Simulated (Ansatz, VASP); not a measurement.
## Two plane-wave programs on AlN

The input INCAR:

```
SYSTEM = AlN
PREC = Accurate
ENCUT = 520
EDIFF = 1E-8
ISMEAR = -1
SIGMA = 0.02
LREAL = .FALSE.
LASPH = .TRUE.
NELM = 80
ALGO = Normal
ISIF = 2
LWAVE = .FALSE.
LCHARG = .FALSE.
GGA = PE
LEFG = .TRUE.
NBANDS = 11
```

File KPOINTS:

```
Automatic mesh
0
G
  10 10 10
  0 0 0
```

File POSCAR:

```
AlN
1.0
    0.0197800000      1.9878900000      1.9878900000
    1.9878900000      0.0197800000      1.9878900000
    1.9878900000      1.9878900000      0.0197800000
Al N
1 1
Direct
    0.0000000000      0.0000000000      0.0000000000
    0.5000000000      0.5000000000      0.5000000000
```

Input for Ansatz:

```yaml
crystal:
  lattice:
    - [0.01978, 1.98789, 1.98789]
    - [1.98789, 0.01978, 1.98789]
    - [1.98789, 1.98789, 0.01978]
  atoms:
    - { symbol: Al, position: [0.0, 0.0, 0.0] }
    - { symbol: "N", position: [0.5, 0.5, 0.5] }
kpoints:
  mp_grid: { grid: [10, 10, 10] }
scf:
  occupations: { method: fermi_dirac, width: 0.02 }
hamiltonian:
  xc: pbe
  pseudopotentials: { kind: paw }
output:
  forces: true
  stress: true
  eigenvalues: true
  efg: { contact_densities: true }
  write_density: true
  write_potential: true
  elf: true
  volumetric_format: npy
```

Change from the starting cell: equal xy, yz and zx shear strains of +1 %, PAW files.

Alike in both runs: task electric field gradients; functional PBE; k mesh 10 × 10 × 10; occupations fermi-dirac, width 0.02 eV; no spin polarisation.

|  | VASP | Ansatz |
| --- | --- | --- |
| version | VASP 6.6.1 | Ansatz 0.2.0 |
| potentials or method | VASP PAW PBE potentials, release 64 (Al, N) | PAW with Ansatz's default frozen-core files, scalar-relativistic |
| plane-wave cutoff (eV) | 520 | 420 |
| valence electrons in the cell | 8 | 8 |

Ansatz gave:

| Quantity | Value |
| --- | --- |
| gap on the k mesh at the Fermi level (eV) | 4.97 |
| pressure (GPa) | 25.6 |
| traceless stress, the component that is largest in VASP (GPa) | -3.48 |
| size of Vzz on the site where it differs most (V/Å²) | 0.7 |

Question: Estimate VASP's values.

Answer: gap on the k mesh at the Fermi level (eV): 4.97; pressure (GPa): 25.3; traceless stress, the component that is largest in VASP (GPa): -3.49; size of Vzz on the site where it differs most (V/Å²): 0.3.
